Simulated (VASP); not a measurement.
AlN, 2 atoms in the cell. It takes space group Fm-3m (No. 225, cubic). The conventional cell has a = 3.885 Å, b = 3.885 Å, c = 3.885 Å, α = 90.00°, β = 90.00°, γ = 90.00°. Al (site symmetry m-3m) has 6 N at 1.94 Å within 2.6 Å. N (site symmetry m-3m) has 6 Al at 1.94 Å within 2.6 Å. 

* Program: VASP 6.6.1
* Task: single point
* Functional: PBEsol
* Potentials or basis: VASP PAW PBE potentials, release 64 (Al, N)
* Cutoff: 600 eV
* k mesh: 7 × 7 × 7
* Occupations: gaussian, width 0.01 eV
* Spin: no spin polarisation
* Dipole correction: no
* Further INCAR settings: ALGO = Normal; EDIFF = 1e-06; NBANDS = 11

Potentials or basis: VASP PAW PBE potentials, release 64 (Al, N).

The run is started by

```bash
$ cat potpaw_PBE.64/Al/POTCAR potpaw_PBE.64/N/POTCAR > POTCAR
$ mpirun -np 1 vasp_std > vasp.out
```

Hardware: 1 thread of Intel(R) Xeon(R) Platinum 8481C CPU @ 2.70GHz (Sapphire Rapids), with other jobs on the host.

**Question.** How long does it take, and how much memory?

**Answer.** Run time: 2.3 s on 1 thread of Intel(R) Xeon(R) Platinum 8481C CPU @ 2.70GHz (Sapphire Rapids), with other jobs on the host, peak memory 0.13 GiB. Counts: scf iterations 12, k points 20.
